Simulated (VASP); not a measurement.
Set up this calculation in VASP 6.6.1, as the native input.

| Property | Result |
| --- | --- |
| Task | single point |
| Functional | PBEsol |
| Potentials or basis | VASP PAW PBE potentials, release 64 (Tb) |
| Cutoff | 520 eV |
| k mesh | 9 × 9 × 5 |
| Occupations | fermi-dirac, width 0.05 eV |
| Spin | collinear spin, ferromagnetic start |
| Starting moments | [6.0, 6.0] μB |
| Dipole correction | no |
| Further INCAR settings | ALGO = Normal; EDIFF = 1e-07; NBANDS = 30 |

The structure of Tb lies in POSCAR:

```
Tb
1.0
    3.6716257735      0.0000000000      0.0000000000
   -1.8358128868      3.1797211930      0.0000000000
    0.0000000000      0.0000000000      5.8052675657
Tb
2
Direct
    0.6666666667      0.3333333333      0.7500000000
    0.3333333333      0.6666666667      0.2500000000
```

These files were run (other wordings do the same):

INCAR

```
SYSTEM = Tb
  PREC = Accurate
  ENCUT = 520
  EDIFF = 1E-7
  ISMEAR = -1
  SIGMA = 0.05
  LREAL = .False.
  LASPH = .True.
  NELM = 150
  ALGO = Normal
  ISIF = 2
  LWAVE = .False.
  LCHARG = .False.
  ISPIN = 2
  MAGMOM = 6 6
  LORBIT = 11
  LMAXMIX = 6
  GGA = PS
  NBANDS = 30
```

KPOINTS

```
regular mesh
0
Gamma
  9 9 5
  0 0 0
```

Potentials or basis: VASP PAW PBE potentials, release 64 (Tb).

Run with:

```bash
$ cat potpaw_PBE.64/Tb/POTCAR > POTCAR
$ mpirun -np 1 vasp_std > vasp.out
```

Results of the run:

| Quantity | Value |
| --- | --- |
| Pressure | -3.6 GPa |
| Net moment | 12.07 μB per cell |
| Site moments | Tb +5.75 μB |
| Valence electrons inside the program's atomic spheres | Tb 16.27 |

Caveat: the magnetic or orbital state may not be the lowest; the cell stands under tension; the PAW data sets were made with another functional, which shifts forces and pressure a little.

Run time: 17 min on 1 thread of Intel(R) Xeon(R) Platinum 8488C (Sapphire Rapids), on a shared host, peak memory 0.33 GiB.
